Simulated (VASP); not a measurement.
Pd:

```
CELL_PARAMETERS angstrom
0.00000 1.94650 1.94650
1.94650 0.00000 1.94650
1.94650 1.94650 0.00000
ATOMIC_POSITIONS crystal
Pd 0.00000 0.00000 0.00000
```

Program: VASP 6.6.1. Alike in all runs: task single point; potentials or basis VASP PAW PBE potentials, release 64 (Pd_sv_GW); no spin polarisation; cell as given; smearing fermi-dirac 0.05 eV.

**Question.** Order these runs on this cell by their pressure, lowest first.
A. level HF; k mesh 6 × 6 × 6; cutoff (eV) 470; grid for exact exchange (PRECFOCK) Normal; share of exact exchange 1
B. level r2SCAN0; k mesh 6 × 6 × 6; cutoff (eV) 510; grid for exact exchange (PRECFOCK) Normal; share of exact exchange 0.25
C. level r2SCAN50; k mesh 6 × 6 × 6; cutoff (eV) 510; grid for exact exchange (PRECFOCK) Normal; share of exact exchange 0.5
D. level BHLYP; k mesh 7 × 7 × 7; cutoff (eV) 470; grid for exact exchange (PRECFOCK) Normal; share of exact exchange 0.5
E. level r2SCAN+D4; k mesh 12 × 12 × 12; cutoff (eV) 690

**Answer.** C (-8.7 GPa), B (-5.8 GPa), E (0.6 GPa), D (4.8 GPa), A (7.3 GPa).

Caveats: some runs use coarse meshes; the PAW data sets were made with another functional, which shifts forces and pressure a little.
